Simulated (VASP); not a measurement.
Sr, 1 atom in the cell. Symmetry: Fm-3m, No. 225, cubic system. Conventional cell: a = 5.771 Å, b = 5.771 Å, c = 5.771 Å, α = 90.00°, β = 90.00°, γ = 90.00°. Sr (site symmetry m-3m) has 12 Sr at 4.08 Å within 5.4 Å. 

| Item | Value |
| --- | --- |
| Program | VASP 6.6.1 |
| Task | single point |
| Functional | PBEsol |
| Potentials or basis | VASP PAW PBE potentials, release 64 (Sr_sv) |
| Cutoff | 520 eV |
| k mesh | 15 × 15 × 15 |
| Occupations | fermi-dirac, width 0.1 eV |
| Spin | no spin polarisation |
| Dipole correction | no |
| Further INCAR settings | ALGO = Normal; EDIFF = 1e-07; NBANDS = 11 |

Potentials or basis: VASP PAW PBE potentials, release 64 (Sr_sv).

Launch:

```console
$ cat potpaw_PBE.64/Sr_sv/POTCAR > POTCAR
$ mpirun -np 1 vasp_std > vasp.out
```

Hardware: 1 thread of Intel(R) Xeon(R) 6975P-C (Granite Rapids) (shared host).

Estimate the wall time of this run.

It took 33 s on 1 thread of Intel(R) Xeon(R) 6975P-C (Granite Rapids) (shared host), peak memory 0.21 GiB. Counts: scf iterations 13, k points 120.
